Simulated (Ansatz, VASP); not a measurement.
**One calculation of Ir, two programs**

File POSCAR:

```
Ir
1.0
    0.0000000000      1.8717075000      1.9197000000
    1.8717075000      0.0000000000      1.9197000000
    1.8717075000      1.8717075000      0.0000000000
Ir
1
Direct
    0.0000000000      0.0000000000      0.0000000000
```

INCAR.step1

```
SYSTEM = Ir
  PREC = Accurate
  ENCUT = 520
  ISMEAR = 0
  SIGMA = 0.15
  LREAL = .FALSE.
  LASPH = .TRUE.
  NELM = 100
  NBANDS = 10
  GGA = PE
  ALGO = Normal
  EDIFF = 1E-4
  LWAVE = .TRUE.
  LCHARG = .FALSE.
```

The input INCAR.step2:

```
SYSTEM = Ir
  PREC = Accurate
  ENCUT = 520
  EDIFF = 1E-7
  ISMEAR = 0
  SIGMA = 0.15
  LREAL = .FALSE.
  LASPH = .TRUE.
  NELM = 100
  ALGO = Normal
  ISIF = 2
  LWAVE = .FALSE.
  LCHARG = .FALSE.
  METAGGA = R2SCAN
  LMIXTAU = .TRUE.
  NBANDS = 10
  ISTART = 1
```

The input KPOINTS:

```
regular mesh
0
G
  22 22 22
  0 0 0
```

Input for Ansatz:

```yaml
crystal:
  lattice:
    - [0.0, 1.8717075, 1.9197]
    - [1.8717075, 0.0, 1.9197]
    - [1.8717075, 1.8717075, 0.0]
  atoms:
    - { symbol: Ir, position: [0.0, 0.0, 0.0] }
basis:
  ecutwfc: 500
kpoints:
  mp_grid: { grid: [22, 22, 22] }
hamiltonian:
  xc: r2scan
scf:
  occupations: { method: gaussian, width: 0.15 }
output:
  forces: true
  stress: true
  eigenvalues: true
```

Change from the starting cell: strain -0.025 along x and y, +0.000 along z, atoms carried along.

Alike in both runs: task single point; functional r2SCAN; k mesh 22 × 22 × 22; occupations gaussian, width 0.15 eV; no spin polarisation.

|  | VASP | Ansatz |
| --- | --- | --- |
| version | VASP 6.6.1 | Ansatz 0.2.0 |
| potentials or method | VASP PAW PBE potentials, release 64 (Ir), cutoff 520 eV | scalar-relativistic, plane waves, PAW |
| valence electrons in the cell | 9 | 17 |

VASP gave:

| Quantity | Value |
| --- | --- |
| gap on the k mesh at the Fermi level (eV) | none |
| pressure (GPa) | 27.2 |
| traceless stress, the component that is largest in VASP (GPa) | -7.53 |

What did Ansatz give for the same quantities?

gap on the k mesh at the Fermi level (eV): none; pressure (GPa): 23.9; traceless stress, the component that is largest in VASP (GPa): -7.51.

VASP's potentials were made for PBE, not for r2SCAN. A gap of «none» marks a metal or a gap that the smearing closes. VASP's potentials hold 9 valence electrons a cell and Ansatz's 17, so a difference there can come from the potentials and not from the codes.

Spin-orbit coupling is off throughout.
